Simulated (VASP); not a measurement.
**WC (NiAs type): single point with PBE**

Crystal: WC (NiAs type).

```xyz
4
Lattice="2.8503 0.0000 0.0000 -1.4251 2.4684 0.0000 0.0000 0.0000 5.6649" Properties=species:S:1:pos:R:3 pbc="T T T"
W     0.0000    0.0000    0.0000
W     0.0000    0.0000    2.8325
C     0.0000    1.6456    1.4162
C     1.4251    0.8228    4.2487
```

This cell differs from its parent crystal: volume scaled by 0.94.

```
Program                : VASP 6.6.1
Task                   : single point
Functional             : PBE
Potentials or basis    : VASP PAW PBE potentials, release 64 (W_sv, C)
Cutoff                 : 520 eV
k mesh                 : 10 × 10 × 6
Occupations            : fermi-dirac, width 0.05 eV
Spin                   : no spin polarisation
Dipole correction      : no
Further INCAR settings : ALGO = Normal; EDIFF = 1e-06; NBANDS = 26
```

```yaml
Pressure: 27.6 GPa
Band_gap_on_the_k_mesh: zero (band 18 reaches 12.26 eV, above the bottom of band 19 at 11.65 eV)
```

Stress tensor (GPa, compression positive):
```
27.55  0.00  0.00
 0.00 27.55  0.00
 0.00  0.00 27.73
```

Levels at points of the mesh, in eV from the Fermi level:
| k point | band 14 | band 15 | band 16 | band 17 | band 18 | band 19 | band 20 | band 21 | band 22 | band 23 |
| --- | --- | --- | --- | --- | --- | --- | --- | --- | --- | --- |
| (0.00, 0.00, 0.00) | -4.15 | -0.98 | -0.89 | -0.89 | -0.05 | -0.05 | 1.04 | 1.04 | 3.30 | 3.30 |
| (0.50, 0.00, 0.00) | -4.27 | -3.97 | -2.37 | -2.15 | -0.32 | 2.21 | 4.22 | 4.68 | 5.23 | 5.28 |
| (0.00, 0.00, 0.50) | -3.03 | -3.03 | -3.03 | 0.40 | 0.40 | 0.82 | 0.82 | 0.82 | 0.82 | 5.63 |
| (0.50, 0.00, 0.50) | -4.64 | -3.20 | -3.20 | -1.96 | -1.96 | 4.42 | 4.42 | 4.47 | 4.47 | 6.31 |

It took 19 s on 1 thread of Intel(R) Xeon(R) 6975P-C (Granite Rapids) (shared host), peak memory 0.19 GiB.

Caveat: spin-orbit coupling is left out, which moves the levels of the heavy elements.
